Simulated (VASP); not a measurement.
A run of VASP 6.6.1 is set up as follows.

POSCAR

```
Ru
1.0
    2.7058000000      0.0000000000      0.0000000000
   -1.3529000000      2.3432915376      0.0000000000
    0.0000000000      0.0000000000      4.2819000000
Ru
2
Direct
    0.6666666667      0.3333333333      0.7500000000
    0.3333333333      0.6666666667      0.2500000000
```

Contents of INCAR.step1:

```
SYSTEM = Ru
ALGO     = Normal         ! electronic algorithm
EDIFF    = 1E-4           ! SCF threshold, eV
ENCUT    = 520            ! plane-wave cutoff, eV
GGA      = PE             ! functional
ISMEAR   = 0              ! smearing method
ISPIN    = 2              ! spin polarisation
LASPH    = .TRUE.         ! aspherical terms in the spheres
LCHARG   = .FALSE.        ! write CHGCAR
LMAXMIX  = 4              ! l up to which the mixer works
LREAL    = .FALSE.        ! projectors in reciprocal space
LWAVE    = .TRUE.         ! write WAVECAR
MAGMOM   = 1 -1           ! initial moments
NBANDS   = 25             ! bands
NELM     = 150            ! most SCF steps
PREC     = Accurate       ! precision mode
SIGMA    = 0.15           ! smearing width, eV
```

INCAR.step2

```
SYSTEM = Ru
ALGO     = Normal         ! electronic algorithm
EDIFF    = 1E-6           ! SCF threshold, eV
ENCUT    = 520            ! plane-wave cutoff, eV
ISIF     = 2              ! what is computed and relaxed
ISMEAR   = 0              ! smearing method
ISPIN    = 2              ! spin polarisation
ISTART   = 1            
IVDW     = 12             ! dispersion correction
LASPH    = .TRUE.         ! aspherical terms in the spheres
LCHARG   = .FALSE.        ! write CHGCAR
LMAXMIX  = 4              ! l up to which the mixer works
LMIXTAU  = .TRUE.       
LORBIT   = 11             ! projections on sites
LREAL    = .FALSE.        ! projectors in reciprocal space
LWAVE    = .FALSE.        ! write WAVECAR
MAGMOM   = 1 -1           ! initial moments
METAGGA  = R2SCAN         ! meta-GGA
NBANDS   = 25             ! bands
NELM     = 150            ! most SCF steps
PREC     = Accurate       ! precision mode
SIGMA    = 0.15           ! smearing width, eV
VDW_A1   = 0.49484001   
VDW_A2   = 5.73083694   
VDW_S6   = 1.0          
VDW_S8   = 0.78981345
```

Contents of KPOINTS:

```
k-points
0
G
  11 11 6
  0 0 0
```

Potentials or basis: VASP PAW PBE potentials, release 64 (Ru_pv).

Run with:

```sh
$ cat potpaw_PBE.64/Ru_pv/POTCAR > POTCAR
$ cp INCAR.step1 INCAR
$ mpirun -np 1 vasp_std > vasp.out
$ cp INCAR.step2 INCAR
$ mpirun -np 1 vasp_std > vasp.out
```

Q: Estimate the pressure.

A: -4.0 GPa.

Q: Estimate the net moment.

A: 0.00 μB per cell.

Q: Estimate the dispersion energy per atom.

A: -0.294 eV.

Stress tensor (GPa, compression positive):
```
-3.73  0.00  0.00
 0.00 -3.73  0.00
 0.00  0.00 -4.51
```

Caveat: three body term missing; the cell stands under tension; an empty level that is flat over the whole mesh can mark a ghost state of the potentials, or a narrow d or f band; the PAW data sets were made with another functional, which shifts forces and pressure a little.
